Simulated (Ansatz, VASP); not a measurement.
Ag: VASP beside Ansatz

File INCAR:

```
  AGGAC = 1.0
  AGGAX = 1.0
  ALDAC = 0.0
  ALDAX = 1.0
  ALGO = Normal
  EDIFF = 1E-7
  EDIFFG = -0.01
  ENCUT = 600
  GGA = B5
  IBRION = 2
  ISIF = 3
  ISMEAR = -1
  IVDW = 12
  LASPH = T
  LCHARG = F
  LREAL = F
  LWAVE = F
  NELM = 100
  NSW = 60
  PREC = Accurate
  SIGMA = 0.05
  VDW_A1 = 0.4298
  VDW_A2 = 4.2359
  VDW_S6 = 1.0
  VDW_S8 = 2.6996
```

Contents of KPOINTS:

```
k-points
0
Gamma
  11 11 11
```

Contents of POSCAR:

```
Ag
1.0
   -1.6556540000      1.6556540000      1.6556540000
    1.6556540000     -1.6556540000      1.6556540000
    1.6556540000      1.6556540000     -1.6556540000
Ag
1
Direct
    0.0000000000      0.0000000000      0.0000000000
```

File input.yaml:

```yaml
crystal:
  lattice:
    - [-1.655654, 1.655654, 1.655654]
    - [1.655654, -1.655654, 1.655654]
    - [1.655654, 1.655654, -1.655654]
  atoms:
    - { symbol: Ag, position: [0.0, 0.0, 0.0] }
hamiltonian:
  xc: blyp
  pseudopotentials: { kind: paw }
  dispersion: d3bj
kpoints:
  mp_grid: { grid: [11, 11, 11] }
scf:
  occupations: { method: fermi_dirac, width: 0.05 }
output:
  forces: true
  stress: true
  eigenvalues: true
  write_density: true
  write_potential: true
  elf: true
  volumetric_format: npy
relax:
  f_tol: 0.01
  max_steps: 40
  cell: { stress_tol: 0.05 }
```

Alike in both runs: task relaxation of cell and atoms; functional BLYP; dispersion D3(BJ); k mesh 11 × 11 × 11; occupations fermi-dirac, width 0.05 eV; no spin polarisation.

|  | VASP | Ansatz |
| --- | --- | --- |
| version | VASP 6.6.1 | Ansatz 0.2.0 |
| potentials or method | VASP PAW PBE potentials, release 64 (Ag) | Ansatz PAW |
| plane-wave cutoff (eV) | 600 | 420 |
| valence electrons in the cell | 11 | 19 |

```tsv
	VASP	Ansatz	Ansatz less VASP
gap on the k mesh at the Fermi level, each at its own relaxed structure (eV)	none	none	-
relaxed volume (Å³/atom)	17.10	17.07	-0.035
relaxed cell length with the largest relative difference (Å)	2.811	2.809	-0.0019
```

VASP's potentials were made for PBE, not for BLYP. A gap of «none» marks a metal or a gap that the smearing closes. VASP's potentials hold 11 valence electrons a cell and Ansatz's 19, so a difference there can come from the potentials and not from the codes.

Noted on Ansatz's run: the plane-wave basis is chosen anew once the cell has moved, so the energies of steps on either side of that aren't comparable.
